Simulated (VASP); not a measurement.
# Si16N (a cell with a defect) in VASP: a series of runs, part 2 of 2

VASP 6.6.1. Earlier steps stand in the parts before.

### 3 Single point, PBEsol, collinear spin, zero start

INCAR

```
SYSTEM = Si16N
  ALGO = Normal
  EDIFF = 1E-6
  ENCUT = 520
  GGA = PS
  ISIF = 2
  ISMEAR = 0
  ISPIN = 2
  LASPH = .TRUE.
  LCHARG = .FALSE.
  LORBIT = 11
  LREAL = Auto
  LWAVE = .FALSE.
  MAGMOM = 0 0 0 0 0 0 0 0 0 0 0 0 0 0 0 0 0
  NBANDS = 52
  NELM = 150
  PREC = Accurate
  SIGMA = 0.02
```

KPOINTS

```
k-points
0
G
  2 2 2
  0 0 0
```

POSCAR

```
Si16N
1.0
    0.0000000000      5.4300000000      5.4300000000
    5.4300000000      0.0000000000      5.4300000000
    5.4300000000      5.4300000000      0.0000000000
Si N
16 1
Direct
    0.0060724678     -0.0413883057      0.0482606814
    0.1427900552      0.0933513812      0.1525204420
    0.0146385820     -0.0263855433      0.5270225599
    0.1179531308      0.1037533149      0.6688267956
    0.0044207182      0.4665698895      0.0066813076
    0.1263676796      0.5950461326      0.1297056169
    0.0171045120      0.4753695212      0.5023728361
    0.1372169429      0.5998593002      0.6335681400
    0.5123208103     -0.0168434622      0.0054941068
    0.5556683241      0.1744215470      0.1265550645
    0.5057827808     -0.0074234807      0.5007860958
    0.6381338858      0.1026322284      0.6349337017
    0.4900024862      0.5358733886     -0.0341201657
    0.6313420810      0.6089665746      0.1235686004
    0.5117985267      0.4758764273      0.4973145488
    0.6420300184      0.6191209945      0.5972001842
    0.7598158379      1.0557797422      0.2293511971
```

Potentials or basis: VASP PAW PBE potentials, release 64 (Si, N).

On the command line:

```console
$ cat potpaw_PBE.64/Si/POTCAR potpaw_PBE.64/N/POTCAR > POTCAR
$ mpirun -np 1 vasp_std > vasp.out
```

OUTCAR:

```text
SYSTEM = Si16N
   EDIFF = 1E-6
   ENCUT = 520
   GGA = PS
   ISIF = 2
   ISMEAR = 0
   ISPIN = 2
   LASPH = .TRUE.
   LORBIT = 11
   LREAL = Auto
   NELM = 150
   PREC = Accurate

 ion  position               nearest neighbor table
   1  0.006  0.959  0.048-  17 1.75   6 2.30   2 2.36   4 2.38  10 2.87
   2  0.143  0.093  0.153-   9 2.32   3 2.35   5 2.35   1 2.36
   3  0.015  0.974  0.527-   8 2.35   2 2.35   4 2.36  12 2.36
   4  0.118  0.104  0.669-   7 2.35   3 2.36   1 2.38  11 2.45
   5  0.004  0.467  0.007-   6 2.34   8 2.34  14 2.34   2 2.35
   6  0.126  0.595  0.130-   1 2.30  13 2.32   7 2.34   5 2.34
   7  0.017  0.475  0.502-   6 2.34   4 2.35   8 2.36  16 2.36
   8  0.137  0.600  0.634-   5 2.34   3 2.35  15 2.35   7 2.36
   9  0.512  0.983  0.005-  10 2.30   2 2.32  12 2.32  14 2.35
  10  0.556  0.174  0.127-  17 1.73  13 2.30   9 2.30  11 2.40   1 2.87
  11  0.506  0.993  0.501-  17 2.06  16 2.35  12 2.36  10 2.40   4 2.45
  12  0.638  0.103  0.635-   9 2.32  15 2.34  11 2.36   3 2.36
  13  0.490  0.536  0.966-  10 2.30   6 2.32  16 2.33  14 2.36
  14  0.631  0.609  0.124-   5 2.34  15 2.34   9 2.35  13 2.36
  15  0.512  0.476  0.497-  12 2.34  14 2.34  16 2.35   8 2.35
  16  0.642  0.619  0.597-  13 2.33  15 2.35  11 2.35   7 2.36
  17  0.760  0.056  0.229-  10 1.73   1 1.75  11 2.06

  LATTYP: Found a face centered cubic cell.
 ALAT       =    10.8600000000

  Lattice vectors:

 A1 = (   0.0000000000,   5.4300000000,   5.4300000000)
 A2 = (   5.4300000000,   0.0000000000,   5.4300000000)
 A3 = (   5.4300000000,   5.4300000000,   0.0000000000)

Analysis of symmetry for initial positions (statically):
=====================================================================
 Subroutine PRICEL returns:
 Original cell was already a primitive cell.

 Routine SETGRP: Setting up the symmetry group for a
 face centered cubic supercell.

 Subroutine GETGRP returns: Found  1 space group operations
[... 210 lines left out ...]
      5      -3.7365      1.00000
      6      -3.1996      1.00000
[... 381 lines left out ...]
     45      10.0587      0.00000
     46      10.0940      0.00000
 Fermi energy:         5.9735178725

 spin component 2

 k-point     1 :       0.0000    0.0000    0.0000
  band No.  band energies     occupation
      1     -10.0555      1.00000
      2      -5.7599      1.00000
      3      -4.1581      1.00000
      4      -3.7852      1.00000
      5      -3.7365      1.00000
      6      -3.1996      1.00000
[... 381 lines left out ...]
     45      10.0587      0.00000
     46      10.0940      0.00000
 [bands above 46 left out]

------------------------ aborting loop because EDIFF is reached ----------------------------------------

  FORCE on cell =-STRESS in cart. coord.  units (eV):
  Direction    XX          YY          ZZ          XY          YZ          ZX
  --------------------------------------------------------------------------------------
  -------------------------------------------------------------------------------------
  Total        2.5150767      5.1795410      1.7697993     -1.5026195     -0.0934570      0.5623576
  in kB       12.5843945     25.9162629      8.8553376     -7.5184810     -0.4676196      2.8138029
  external PRESSURE =      15.7853317 kB  Pullay stress =       0.0000000 kB

 VOLUME and BASIS-vectors are now :
 -----------------------------------------------------------------------------
  energy-cutoff  :      520.00
  volume of cell :      320.21
      direct lattice vectors                 reciprocal lattice vectors
     0.000000000  5.430000000  5.430000000    -0.092081031  0.092081031  0.092081031
     5.430000000  0.000000000  5.430000000     0.092081031 -0.092081031  0.092081031
     5.430000000  5.430000000  0.000000000     0.092081031  0.092081031 -0.092081031

 POSITION                                       TOTAL-FORCE (eV/Angst)
 -----------------------------------------------------------------------------------
      5.46732      0.29503      5.23824         0.209942      0.322424      0.069361
      1.33508      1.60354      1.28225        -0.190325     -0.043376      0.051840
      8.14846      2.94122      5.36621         0.027188     -0.213432     -0.040451
      4.19511      4.27222      1.20387        -0.071000     -0.092534     -0.129597
      2.56975      0.06028      2.55748        -0.074446      0.073988     -0.005652
      3.93540      1.39048      3.91728         0.086347     -0.017930      0.004949
[... 9 lines left out ...]
      6.60462      6.72902      6.84805         0.061868     -0.071039     -0.076383
      1.54826      5.37118      4.42868         0.350803     -0.664499     -0.316183
 -----------------------------------------------------------------------------------
    total drift:                                0.004515      0.008243      0.005009

  FREE ENERGIE OF THE ION-ELECTRON SYSTEM (eV)
  ---------------------------------------------------
  free  energy   TOTEN  =       -97.8177039920 eV

  energy  without entropy=      -97.8177039920  energy(sigma->0) =      -97.81770399

 total charge

# of ion       s       p       d       tot
------------------------------------------
    1        0.751   0.923   0.000   1.674
    2        0.754   0.936   0.000   1.690
    3        0.742   0.947   0.000   1.690
    4        0.761   0.905   0.000   1.666
    5        0.741   0.954   0.000   1.695
    6        0.744   0.968   0.000   1.713
[... 9 lines left out ...]
   16        0.746   0.947   0.000   1.694
   17        1.269   2.490   0.000   3.759
--------------------------------------------------
tot         13.233  17.553   0.000  30.786

 magnetization (x)

# of ion       s       p       d       tot
------------------------------------------
    1       -0.000   0.000   0.000   0.000
    2       -0.000  -0.000   0.000  -0.000
    3        0.000   0.000   0.000   0.000
    4       -0.000   0.000   0.000   0.000
    5        0.000   0.000   0.000   0.000
    6        0.000   0.000   0.000   0.000
[... 9 lines left out ...]
   16        0.000   0.000   0.000   0.000
   17       -0.000  -0.000   0.000  -0.000
--------------------------------------------------
tot         -0.000   0.000   0.000  -0.000
```

stdout:

```text
POSCAR found type information on POSCAR SiN
 POSCAR found :  2 types and      17 ions
 scaLAPACK will be used
 -----------------------------------------------------------------------------
|                                                                             |
|                                                                             |
|     You enforced a specific xc type in the INCAR file but a different       |
|     I HOPE YOU KNOW WHAT YOU ARE DOING!                                     |
|                                                                             |
 -----------------------------------------------------------------------------

 LDA part: xc-table for (Slater+PW92), standard interpolation
 POSCAR, INCAR and KPOINTS ok, starting setup
 FFT: planning ... GRIDC
 FFT: planning ... GRID_SOFT
 FFT: planning ... GRID
 WAVECAR not read
 entering main loop
```

It took 5.3 min on 1 thread of Intel Xeon 6975P-C (Granite Rapids), shared host; peak memory 0.71 GiB.

What came out:

```yaml
Free_energy: -97.8177 eV
Pressure: 1.6 GPa
Largest_force: 0.863 eV/Å
Net_moment: 0.00 μB per cell
Valence_electrons_inside_the_program's_atomic_spheres: Si 1.67, 1.69, 1.70, 1.71, 1.73, 1.61, 1.72 (each value once); N 3.76
```

Forces on the atoms (eV/Å):
```
Si   0.210  0.322  0.069
Si  -0.190 -0.043  0.052
Si   0.027 -0.213 -0.040
Si  -0.071 -0.093 -0.130
Si  -0.074  0.074 -0.006
Si   0.086 -0.018  0.005
Si   0.250 -0.053 -0.090
Si  -0.034 -0.039  0.051
Si  -0.017  0.023  0.153
Si  -0.039  0.162 -0.043
Si  -0.467  0.467  0.554
Si  -0.213 -0.063  0.060
Si   0.025  0.150 -0.155
Si  -0.012  0.046 -0.067
Si   0.107  0.014 -0.021
Si   0.062 -0.071 -0.076
N    0.351 -0.664 -0.316
```

Caveat: the k points lie up to 0.50 Å⁻¹ apart; the PAW data sets were made with another functional, which shifts forces and pressure a little.

### 4 Single point, PBEsol, collinear spin, zero start

INCAR

```
  PREC = Accurate
  ENCUT = 520
  EDIFF = 1E-6
  ISMEAR = 0
  SIGMA = 0.02
  LREAL = Auto
  LASPH = T
  NELM = 150
  ALGO = Normal
  ISIF = 2
  LWAVE = F
  LCHARG = F
  ISPIN = 2
  MAGMOM = 0 0 0 0 0 0 0 0 0 0 0 0 0 0 0 0 0
  LORBIT = 11
  GGA = PS
  NBANDS = 52
```

KPOINTS

```
Automatic mesh
0
Gamma
  2 2 2
```

POSCAR

```
Si16N
1.0
    0.0000000000      5.4300000000      5.4300000000
    5.4300000000      0.0000000000      5.4300000000
    5.4300000000      5.4300000000      0.0000000000
Si N
16 1
Direct
    0.1021569061      0.0018847145     -0.0557302026
    0.1549301105      0.1469376611      0.1078046961
   -0.0090279006     -0.0036050645      0.4781652855
    0.1033036832      0.1309324125      0.6049303867
   -0.0147757827      0.5164763352      0.0030709945
    0.0769430018      0.6403017495      0.1585127993
   -0.0280798343      0.4958273481      0.5291056169
    0.1165712707      0.6236790055      0.6290311234
    0.5215928177     -0.0144289134      0.0024060773
    0.6305500921      0.0783303867      0.1660416206
    0.4705638122     -0.0173140884      0.5366448435
    0.6173156538      0.1180552486      0.6281937385
    0.4773477901      0.4702140884      0.0428888582
    0.6115565378      0.6131469613      0.1390454880
    0.4907087477      0.4919621547      0.5147354512
    0.5967711786      0.6078334254      0.6665330571
    0.8966300184      0.9131867403      0.1554528545
```

On the command line:

```console
$ cat potpaw_PBE.64/Si/POTCAR potpaw_PBE.64/N/POTCAR > POTCAR
$ mpirun -np 1 vasp_std > vasp.out
```

It took 5.6 min on 1 thread of Intel Xeon 6975P-C (Granite Rapids), shared host; peak memory 0.7 GiB.

Results (log left out):

```
Free energy                                           : -98.1012 eV
Pressure                                              : 1.5 GPa
Largest force                                         : 0.046 eV/Å
Net moment                                            : 0.00 μB per cell
Valence electrons inside the program's atomic spheres : Si 1.69, 1.71, 1.68, 1.73, 1.70, 1.63, 1.66, 1.64 (each value once); N 3.82
```

Forces in eV/Å, atoms in the order of the input:
```
Si  -0.030  0.003  0.034
Si   0.000 -0.018 -0.004
Si   0.000 -0.001  0.001
Si   0.024 -0.002 -0.002
Si  -0.001  0.000  0.002
Si   0.020 -0.009 -0.001
Si  -0.009  0.004 -0.007
Si   0.001  0.001 -0.005
Si   0.000  0.010  0.008
Si  -0.015  0.005  0.000
Si  -0.004  0.003  0.000
Si  -0.002  0.007 -0.003
Si  -0.005  0.009 -0.010
Si  -0.001 -0.002 -0.001
Si  -0.001 -0.003 -0.001
Si   0.001  0.005  0.005
N    0.022 -0.013 -0.019
```

Stress tensor (GPa, compression positive):
```
0.03 0.87 0.20
0.87 1.16 0.67
0.20 0.67 3.35
```

Levels at points of the mesh, in eV from the Fermi level:
Spin up:
| k point | band 31 | band 32 | band 33 | band 34 | band 35 | band 36 | band 37 | band 38 |
| --- | --- | --- | --- | --- | --- | --- | --- | --- |
| (0.00, 0.00, 0.00) | -1.21 | -0.76 | -0.42 | -0.35 | -0.26 | 0.12 | 0.47 | 0.61 |
| (0.50, 0.00, 0.00) | -1.36 | -1.09 | -0.83 | -0.56 | 0.04 | 0.86 | 1.11 | 1.29 |
| (0.00, 0.50, 0.00) | -1.42 | -1.10 | -0.98 | -0.67 | 0.34 | 0.96 | 1.15 | 1.24 |
| (0.00, 0.00, 0.50) | -1.24 | -1.11 | -1.00 | -0.81 | -0.04 | 0.84 | 1.18 | 1.23 |
| (0.50, 0.50, 0.50) | -1.17 | -1.01 | -0.96 | -0.72 | -0.26 | 0.97 | 1.02 | 1.21 |
| (0.50, 0.50, 0.00) | -1.61 | -1.54 | -1.52 | -0.40 | -0.29 | 0.91 | 1.21 | 1.76 |
| (0.00, 0.50, 0.50) | -1.66 | -1.49 | -1.34 | -1.05 | 0.18 | 1.06 | 1.38 | 2.00 |
| (0.50, 0.00, 0.50) | -1.63 | -1.52 | -1.50 | -0.94 | 0.50 | 1.02 | 1.36 | 2.00 |
Spin down:
```tsv
k point	band 30	band 31	band 32	band 33	band 34	band 35	band 36	band 37	band 38	band 39
(0.00, 0.00, 0.00)	-1.30	-1.21	-0.76	-0.42	-0.35	-0.26	0.12	0.47	0.61	0.65
(0.50, 0.00, 0.00)	-1.59	-1.36	-1.09	-0.83	-0.56	0.04	0.86	1.11	1.29	1.35
(0.00, 0.50, 0.00)	-1.63	-1.42	-1.10	-0.98	-0.67	0.34	0.96	1.15	1.24	1.25
(0.00, 0.00, 0.50)	-1.50	-1.24	-1.11	-1.00	-0.81	-0.04	0.84	1.18	1.23	1.37
(0.50, 0.50, 0.50)	-1.61	-1.17	-1.01	-0.96	-0.72	-0.26	0.97	1.02	1.21	1.32
(0.50, 0.50, 0.00)	-1.67	-1.61	-1.54	-1.52	-0.40	-0.29	0.91	1.21	1.76	2.02
(0.00, 0.50, 0.50)	-1.78	-1.66	-1.49	-1.34	-1.05	0.18	1.06	1.38	2.00	2.09
(0.50, 0.00, 0.50)	-1.82	-1.63	-1.52	-1.50	-0.94	0.50	1.02	1.36	2.00	2.11
```

Caveat: the k points lie up to 0.50 Å⁻¹ apart; the PAW data sets were made with another functional, which shifts forces and pressure a little.

### 5 Single point, PBEsol, collinear spin, ferromagnetic start

INCAR

```
PREC = Accurate
ENCUT = 520
EDIFF = 1E-7
ISMEAR = 0
SIGMA = 0.02
LREAL = Auto
LASPH = T
NELM = 150
ALGO = Normal
ISIF = 2
LWAVE = F
LCHARG = F
ISPIN = 2
MAGMOM = 0 0 0 0 0 0 0 0 0 0 0 0 0 0 0 0 1
LORBIT = 11
GGA = PS
NBANDS = 52
```

KPOINTS is that of step 4.

POSCAR

```
Si16N
1.0
    0.0000000000      5.4300000000      5.4300000000
    5.4300000000      0.0000000000      5.4300000000
    5.4300000000      5.4300000000      0.0000000000
Si N
16 1
Direct
    0.0113889789     -0.0141664449     -0.0114150820
    0.1079147973      0.1224476480      0.1292129068
   -0.0156054772     -0.0342837836      0.5001889663
    0.1536141382      0.0819665373      0.6150516983
    0.0010975793      0.4963560246     -0.0060138276
    0.1328838433      0.6100769891      0.1225306868
    0.0163864969      0.4583376382      0.4963152284
    0.1293107327      0.5951463094      0.6216973704
    0.4773061881      0.0173639908      0.0360757558
    0.6391704393      0.1235106676      0.1351607052
    0.5460916109     -0.0399748082      0.5003655865
    0.6235433431      0.1800807225      0.6748808114
    0.5067653926      0.4976663560     -0.0111290040
    0.6283390035      0.6469340506      0.0916333323
    0.4941269696      0.5194239335      0.4652936043
    0.6415789911      0.5900086736      0.6150125348
    0.7115488727      0.9694836955      0.5912242264
```

On the command line:

```console
$ cat potpaw_PBE.64/Si/POTCAR potpaw_PBE.64/N/POTCAR > POTCAR
$ mpirun -np 1 vasp_std > vasp.out
```

It took 5.3 min on 1 thread of Intel Xeon 6975P-C (Granite Rapids), shared host; peak memory 0.71 GiB.

It converged, with:

* Free energy: -98.1009 eV
* Pressure: 1.5 GPa
* Largest force: 0.058 eV/Å
* Net moment: 0.00 μB per cell
* Valence electrons inside the program's atomic spheres: Si 1.69, 1.70, 1.63, 1.64, 1.71, 1.66, 1.68, 1.73 (each value once); N 3.82

Forces in eV/Å, atoms in the order of the input:
```
Si  -0.001 -0.003  0.011
Si  -0.006  0.011 -0.010
Si   0.001  0.013  0.007
Si   0.008  0.023  0.008
Si  -0.002  0.003 -0.006
Si   0.009  0.000  0.006
Si  -0.004  0.003 -0.001
Si   0.001 -0.004  0.012
Si   0.004  0.000  0.007
Si  -0.009 -0.013 -0.012
Si   0.007 -0.020  0.007
Si   0.035 -0.011  0.045
Si  -0.012  0.000  0.000
Si   0.007 -0.006 -0.001
Si  -0.007  0.014 -0.015
Si  -0.022  0.013 -0.026
N   -0.009 -0.023 -0.033
```

Stress tensor (GPa, compression positive):
```
 3.36  0.65 -0.18
 0.65  1.15 -0.88
-0.18 -0.88  0.04
```

Levels at points of the mesh, in eV from the Fermi level:
Spin up:
| k point | band 30 | band 31 | band 32 | band 33 | band 34 | band 35 | band 36 | band 37 | band 38 | band 39 |
| --- | --- | --- | --- | --- | --- | --- | --- | --- | --- | --- |
| (0.00, 0.00, 0.00) | -1.29 | -1.20 | -0.76 | -0.42 | -0.35 | -0.25 | 0.11 | 0.47 | 0.61 | 0.65 |
| (0.50, 0.00, 0.00) | -1.62 | -1.41 | -1.10 | -0.98 | -0.66 | 0.34 | 0.96 | 1.15 | 1.23 | 1.26 |
| (0.00, 0.50, 0.00) | -1.50 | -1.25 | -1.11 | -1.00 | -0.81 | -0.04 | 0.84 | 1.18 | 1.23 | 1.37 |
| (0.00, 0.00, 0.50) | -1.61 | -1.18 | -1.01 | -0.96 | -0.72 | -0.25 | 0.97 | 1.02 | 1.21 | 1.32 |
| (0.50, 0.50, 0.50) | -1.59 | -1.36 | -1.08 | -0.82 | -0.56 | 0.04 | 0.86 | 1.11 | 1.29 | 1.35 |
| (0.50, 0.50, 0.00) | -1.78 | -1.66 | -1.48 | -1.33 | -1.04 | 0.18 | 1.07 | 1.38 | 2.00 | 2.09 |
| (0.00, 0.50, 0.50) | -1.68 | -1.61 | -1.53 | -1.52 | -0.40 | -0.28 | 0.91 | 1.22 | 1.76 | 2.02 |
| (0.50, 0.00, 0.50) | -1.82 | -1.62 | -1.51 | -1.49 | -0.95 | 0.50 | 1.03 | 1.37 | 2.00 | 2.12 |
Spin down:
| k point | band 30 | band 31 | band 32 | band 33 | band 34 | band 35 | band 36 | band 37 | band 38 | band 39 |
| --- | --- | --- | --- | --- | --- | --- | --- | --- | --- | --- |
| (0.00, 0.00, 0.00) | -1.29 | -1.20 | -0.76 | -0.42 | -0.35 | -0.25 | 0.11 | 0.47 | 0.61 | 0.65 |
| (0.50, 0.00, 0.00) | -1.62 | -1.41 | -1.10 | -0.98 | -0.66 | 0.34 | 0.96 | 1.15 | 1.23 | 1.26 |
| (0.00, 0.50, 0.00) | -1.50 | -1.25 | -1.11 | -1.00 | -0.81 | -0.04 | 0.84 | 1.18 | 1.23 | 1.37 |
| (0.00, 0.00, 0.50) | -1.61 | -1.18 | -1.01 | -0.96 | -0.72 | -0.25 | 0.97 | 1.02 | 1.21 | 1.32 |
| (0.50, 0.50, 0.50) | -1.59 | -1.36 | -1.08 | -0.82 | -0.56 | 0.04 | 0.86 | 1.11 | 1.29 | 1.35 |
| (0.50, 0.50, 0.00) | -1.78 | -1.66 | -1.48 | -1.33 | -1.04 | 0.18 | 1.07 | 1.38 | 2.00 | 2.09 |
| (0.00, 0.50, 0.50) | -1.68 | -1.61 | -1.53 | -1.52 | -0.40 | -0.28 | 0.91 | 1.22 | 1.76 | 2.02 |
| (0.50, 0.00, 0.50) | -1.82 | -1.62 | -1.51 | -1.49 | -0.95 | 0.50 | 1.03 | 1.37 | 2.00 | 2.12 |

Caveat: the k points lie up to 0.50 Å⁻¹ apart; the PAW data sets were made with another functional, which shifts forces and pressure a little.

### 6 Summary

```tsv
spin	cell	gap on the mesh (eV)	pressure (GPa)	moment (μB)	largest force (eV/Å)
collinear, zero start	as given, atomic positions A	none	1.3	0.00	1.97
collinear, zero start	as given, atomic positions B	none	1.6	0.00	0.86
collinear, zero start	as given, atomic positions C	none	1.5	0.00	0.05
collinear, ferromagnetic start	as given, atomic positions D	none	1.5	0.00	0.06
```

Alike in all rows: task single point; level PBEsol; potentials or basis VASP PAW PBE potentials, release 64 (Si, N); k mesh 2 × 2 × 2; cutoff (eV) 520; smearing gaussian 0.02 eV.

Caveats: all runs use coarse meshes; the PAW data sets were made with another functional, which shifts forces and pressure a little.

Total energies depend on the potentials used, so only differences within one code and one set of settings carry meaning.
